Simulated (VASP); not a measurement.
# Au (R-3m) in VASP: further runs, part 3 of 3

VASP 6.6.1. The steps go on from the part before.

## (5) Single point, PBEsol

This run uses another cell than the first one, of the same volume but with other edges.

The input, INCAR:

```
SYSTEM = Au
  PREC = Accurate
  ENCUT = 520
  EDIFF = 1E-6
  ISMEAR = 0
  SIGMA = 0.15
  LREAL = .False.
  LASPH = .True.
  NELM = 80
  ALGO = Fast
  ISIF = 2
  LWAVE = .False.
  LCHARG = .True.
  GGA = PS
  LELF = .True.
  LVHAR = .True.
  NBANDS = 12
```

The input, KPOINTS:

```
regular mesh
0
Gamma
  22 22 22
  0 0 0
```

The input, POSCAR:

```
Au
1.0
   -1.0645922025      1.7126048476      1.7126048476
    1.7126048476     -1.0645922025      1.7126048476
    1.7126048476      1.7126048476     -1.0645922025
Au
1
Direct
    0.0000000000      0.0000000000      0.0000000000
```

Potentials or basis: VASP PAW PBE potentials, release 64 (Au).

On the command line:

```bash
$ cat potpaw_PBE.64/Au/POTCAR > POTCAR
$ mpirun -np 1 vasp_std > vasp.out
```

OUTCAR:

```text
SYSTEM = Au
   PREC = Accurate
   ENCUT = 520
   EDIFF = 1E-6
   ISMEAR = 0
   LREAL = .False.
   LASPH = .True.
   NELM = 80
   ISIF = 2
   GGA = PS

 ion  position               nearest neighbor table
   1  0.000  0.000  0.000-

  LATTYP: Found a trigonal (rhomboedric) cell.
 ALAT       =     2.6456355164
 COS(alpha) =    -0.1019283746

  Lattice vectors:

 A1 = (  -1.0645922025,   1.7126048476,   1.7126048476)
 A2 = (   1.7126048476,  -1.0645922025,   1.7126048476)
 A3 = (   1.7126048476,   1.7126048476,  -1.0645922025)

Analysis of symmetry for initial positions (statically):
=====================================================================
 Subroutine PRICEL returns:
 Original cell was already a primitive cell.

 Routine SETGRP: Setting up the symmetry group for a
 trigonal (rhombohedral) supercell.

 Subroutine GETGRP returns: Found 12 space group operations
 (whereof 12 operations were pure point group operations)
 out of a pool of 12 trial point group operations.

The static configuration has the point symmetry D_3d.

Analysis of symmetry for dynamics (positions and initial velocities):
=====================================================================
 Subroutine PRICEL returns:
 Original cell was already a primitive cell.

 Routine SETGRP: Setting up the symmetry group for a
 trigonal (rhombohedral) supercell.

 Subroutine GETGRP returns: Found 12 space group operations
 (whereof 12 operations were pure point group operations)
 out of a pool of 12 trial point group operations.

The dynamic configuration has the point symmetry D_3d.

 Subroutine INISYM returns: Found 12 space group operations
 (whereof 12 operations are pure point group operations),
 and found     1 'primitive' translations

----------------------------------------------------------------------------------------

                                     Primitive cell

  volume of cell :      18.2070

[... 112 lines left out ...]
   LHFCALC =     F    Hartree Fock is set to
   AEXX    =    0.0000 exact exchange contribution
   IVDW    =     0    specifies the selected vdW correction
   LEPSILON=     F    determine dielectric tensor
   LRPA    =     F    only Hartree local field effects (RPA)
 non-spin polarized calculation
 RMM-DIIS sequential band-by-band and
 Gauss-broadening in eV      SIGMA  =   0.15
  energy-cutoff  :      520.00
  volume of cell :       18.21
 maximum number of plane-waves:       507
   NGX =  9   NGY =  9   NGZ =  9

 number of electron      10.9999999 magnetization

 Free energy of the ion-electron system (eV)
  ---------------------------------------------------
  ext. energy  EPLUGINS =         0.00000000
  ---------------------------------------------------
  free energy    TOTEN  =        -3.64651653 eV

  energy without entropy =       -3.64216949  energy(sigma->0) =       -3.64434301

 E-fermi :   7.8535     XC(G=0): -12.3833

 val. band max:        7.8483556628   @ k =   0.5000   0.5000   0.1364
 cond. band min:       7.8536707087   @ k =   0.3182   0.3182   0.1364
 fundamental gap:      0.0053150459
 Fermi energy:         7.8534580101

 k-point     1 :       0.0000    0.0000    0.0000
  band No.  band energies     occupation
      1      -1.0393      2.00000
      2       1.5279      2.00000
      3       1.5279      2.00000
      4       6.2462      2.00000
      5       6.4577      2.00000
      6       6.4577      2.00000
      7      22.2487      0.00000
      8      22.2487      0.00000
      9      23.4747      0.00000
     10      28.4297      0.00000
     11      30.8073      0.00000
     12      30.8073      0.00000
[... 331 lines left out ...]
 k-point    24 :      -0.4545    0.0455   -0.0000
  band No.  band energies     occupation
      1       1.3031      2.00000
      2       1.9345      2.00000
      3       4.6421      2.00000
      4       4.9660      2.00000
      5       6.5093      2.00000
      6       6.7697      2.00000
      7      11.0450      0.00000
      8      24.0208      0.00000
      9      26.0353      0.00000
     10      27.7041      0.00000
     11      30.1856      0.00000
     12      32.7150      0.00000

 [... further k-points ...]

------------------------ aborting loop because EDIFF is reached ----------------------------------------

  FORCE on cell =-STRESS in cart. coord.  units (eV):
  Direction    XX          YY          ZZ          XY          YZ          ZX
  --------------------------------------------------------------------------------------
  -------------------------------------------------------------------------------------
  Total        1.0277452      1.0277452      1.0277452     -0.2121235     -0.2121235     -0.2121235
  in kB       90.4392669     90.4392669     90.4392669    -18.6663883    -18.6663883    -18.6663883
  external PRESSURE =      90.4392669 kB  Pullay stress =       0.0000000 kB

 VOLUME and BASIS-vectors are now :
 -----------------------------------------------------------------------------
  energy-cutoff  :      520.00
  volume of cell :       18.21
      direct lattice vectors                 reciprocal lattice vectors
    -1.064592203  1.712604848  1.712604848    -0.098844194  0.261231084  0.261231084
     1.712604848 -1.064592203  1.712604848     0.261231084 -0.098844194  0.261231084
     1.712604848  1.712604848 -1.064592203     0.261231084  0.261231084 -0.098844194

 POSITION                                       TOTAL-FORCE (eV/Angst)
 -----------------------------------------------------------------------------------
      0.00000      0.00000      0.00000         0.000000      0.000000      0.000000
 -----------------------------------------------------------------------------------
    total drift:                                0.000000      0.000000      0.000000

  FREE ENERGIE OF THE ION-ELECTRON SYSTEM (eV)
  ---------------------------------------------------
  free  energy   TOTEN  =        -3.6465165321 eV

  energy  without entropy=       -3.6421694888  energy(sigma->0) =       -3.64434301
```

stdout:

```text
POSCAR found type information on POSCAR Au
 POSCAR found :  1 types and       1 ions
 scaLAPACK will be used
 -----------------------------------------------------------------------------
|                                                                             |
|                                                                             |
|     You enforced a specific xc type in the INCAR file but a different       |
|     I HOPE YOU KNOW WHAT YOU ARE DOING!                                     |
|                                                                             |
 -----------------------------------------------------------------------------

 LDA part: xc-table for (Slater+PW92), standard interpolation
 POSCAR, INCAR and KPOINTS ok, starting setup
 FFT: planning ... GRIDC
 FFT: planning ... GRID_SOFT
 FFT: planning ... GRID
 WAVECAR not read
 entering main loop
```

Run time: 3.8 min. Hardware: 1 thread of Intel Xeon 8259CL, shared host; peak memory 0.31 GiB.

What came out:

```
Free energy            : -3.6465 eV
Pressure               : 9.0 GPa
Band gap on the k mesh : zero (an odd number of electrons rules out a gap without spin polarisation)
```

Caveat: the cell stands under pressure; the PAW data sets were made with another functional, which shifts forces and pressure a little; spin-orbit coupling is left out, which moves the levels of the heavy elements.

## (6) Summary

```tsv
cell	further INCAR settings	gap on the mesh (eV)	pressure (GPa)
a = 3.280 Å, angles 115.8°, 1 atom	ALGO = Fast; EDIFF = 1e-07; NBANDS = 12	none	100.3
a = 2.983 Å, angles 112.1°, 1 atom	ALGO = Fast; EDIFF = 1e-06; NBANDS = 12	none	-2.3
a = 2.766 Å, angles 105.7°, 1 atom	ALGO = Fast; EDIFF = 1e-06; NBANDS = 12	none	-4.9
a = 2.646 Å, angles 95.9°, 1 atom	ALGO = Fast; EDIFF = 1e-06; NBANDS = 12	none	9.0
```

Alike in all rows: task single point; level PBEsol; potentials or basis VASP PAW PBE potentials, release 64 (Au); no spin polarisation; k mesh 22 × 22 × 22; cutoff (eV) 520; smearing gaussian 0.15 eV.

Caveats: the PAW data sets were made with another functional, which shifts forces and pressure a little; spin-orbit coupling is left out, which moves the levels of the heavy elements; the cell stands under pressure (at least some runs); the cell stands under tension (at least some runs).

Absolute energies hang on the potentials; compare differences alone.
